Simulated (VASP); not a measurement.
Wanted: the native input for a VASP 6.6.1 run.

```
Task                               : single point
Functional                         : PBEsol-based global hybrid with 25 % exact exchange
Potentials or basis                : VASP PAW PBE potentials, release 64 (Sb_d_GW)
Cutoff                             : 400 eV
k mesh                             : 5 × 5 × 3
Occupations                        : fermi-dirac, width 0.05 eV
Spin                               : no spin polarisation
Dipole correction                  : no
Grid for exact exchange (PRECFOCK) : Normal
Share of exact exchange            : 0.25
Further INCAR settings             : ALGO = Normal; EDIFF = 1e-06; NBANDS = 22
```

The system is Sb.

```
CELL_PARAMETERS angstrom
3.25596 0.00000 0.00000
-1.62798 2.81975 0.00000
0.00000 0.00000 5.47008
ATOMIC_POSITIONS crystal
Sb 0.66667 0.33333 0.75000
Sb 0.33333 0.66667 0.25000
```

This isn't the form of Sb at room conditions, which is rhombohedral.

The input as run:

POSCAR

```
Sb
1.0
    3.2559648239      0.0000000000      0.0000000000
   -1.6279824119      2.8197482513      0.0000000000
    0.0000000000      0.0000000000      5.4700811399
Sb
2
Direct
    0.6666666667      0.3333333333      0.7500000000
    0.3333333333      0.6666666667      0.2500000000
```

INCAR.step1

```
SYSTEM = Sb
PREC = Accurate
ENCUT = 400
EDIFF = 1E-5
ISMEAR = -1
SIGMA = 0.05
LREAL = .FALSE.
LASPH = .TRUE.
NELM = 120
ALGO = Normal
ISIF = 2
LWAVE = .TRUE.
GGA = PE
NBANDS = 22
GGA_COMPAT = .FALSE.
```

INCAR.step2

```
SYSTEM = Sb
PREC = Accurate
ENCUT = 400
EDIFF = 1E-6
ISMEAR = -1
SIGMA = 0.05
LREAL = .FALSE.
LASPH = .TRUE.
NELM = 120
ALGO = Normal
ISIF = 2
LWAVE = .FALSE.
LCHARG = .TRUE.
GGA = PS
LHFCALC = .TRUE.
AEXX = 0.25
PRECFOCK = Normal
LELF = .TRUE.
LVHAR = .TRUE.
ISTART = 1
NBANDS = 22
GGA_COMPAT = .FALSE.
```

KPOINTS

```
regular mesh
0
G
  5 5 3
  0 0 0
```

Potentials or basis: VASP PAW PBE potentials, release 64 (Sb_d_GW).

The run is started by

```bash
$ cat potpaw_PBE.64/Sb_d_GW/POTCAR > POTCAR
$ cp INCAR.step1 INCAR
$ mpirun -np 1 vasp_std > vasp.out
$ cp INCAR.step2 INCAR
$ mpirun -np 1 vasp_std > vasp.out
```

Results of the run:

The pressure is -0.6 GPa and the band gap on the k mesh is zero (bands 15 and 16 overlap by 8.07 eV).

Caveat: the k points lie up to 0.45 Å⁻¹ apart, too coarse for converged energies and pressures of a metal; the PAW data sets were made with another functional, which shifts forces and pressure a little; spin-orbit coupling is left out, which moves the levels of the heavy elements.

Run time: 14 min on 1 thread of Intel(R) Xeon(R) Platinum 8259CL CPU @ 2.50GHz (Skylake/Cascade Lake) (shared host), peak memory 0.16 GiB.
